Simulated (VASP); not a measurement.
Write the native input for VASP 6.6.1 that does the following.

| Property | Result |
| --- | --- |
| Task | single point |
| Functional | PBE |
| Potentials or basis | VASP PAW PBE potentials, release 64 (P) |
| Cutoff | 520 eV |
| k mesh | 6 × 8 × 1 |
| Occupations | fermi-dirac, width 0.02 eV |
| Spin | no spin polarisation |
| Dipole correction | yes |
| Further INCAR settings | ALGO = Normal; EDIFF = 1e-07; NBANDS = 18 |

The structure of P lies in POSCAR:

```
P
1.0
    4.6275012813      0.0000000000      0.0000000000
    0.0000000000      3.3906235782      0.0000000000
    0.0000000000      0.0000000000     27.8195791164
P
4
Direct
    0.0925356769      0.0000000000      0.3787938536
    0.4074643231      0.5000000000      0.3787938536
    0.5925356769      0.5000000000      0.3041783769
    0.9074643231      0.0000000000      0.3041783769
```

This cell differs from its parent crystal: uniaxial y strain +3.0%.

The input as run:

INCAR

```
PREC = Accurate
ENCUT = 520
EDIFF = 1E-7
ISMEAR = -1
SIGMA = 0.02
LREAL = False
LASPH = True
NELM = 100
ALGO = Normal
ISIF = 2
LWAVE = False
LCHARG = True
LDIPOL = True
IDIPOL = 3
DIPOL = 0.5 0.5 0.341
GGA = PE
LELF = True
LVHAR = True
LVACPOTAV = True
NBANDS = 18
```

KPOINTS

```
regular mesh
0
Gamma
  6 8 1
```

Potentials or basis: VASP PAW PBE potentials, release 64 (P).

Launch:

```bash
$ cat potpaw_PBE.64/P/POTCAR > POTCAR
$ mpirun -np 1 vasp_std > vasp.out
```

Results of the run:

```json
{"Largest force": "0.189 eV/Å", "Band gap on the k mesh": "1.10 eV", "Ionisation potential of the upper face": "5.03 eV"}
```

Caveat: the cell differs from its parent crystal (uniaxial y strain +3.0%).

It took 2 min on 1 thread of Intel(R) Xeon(R) 6975P-C (Granite Rapids), with other jobs on the host, peak memory 0.52 GiB.
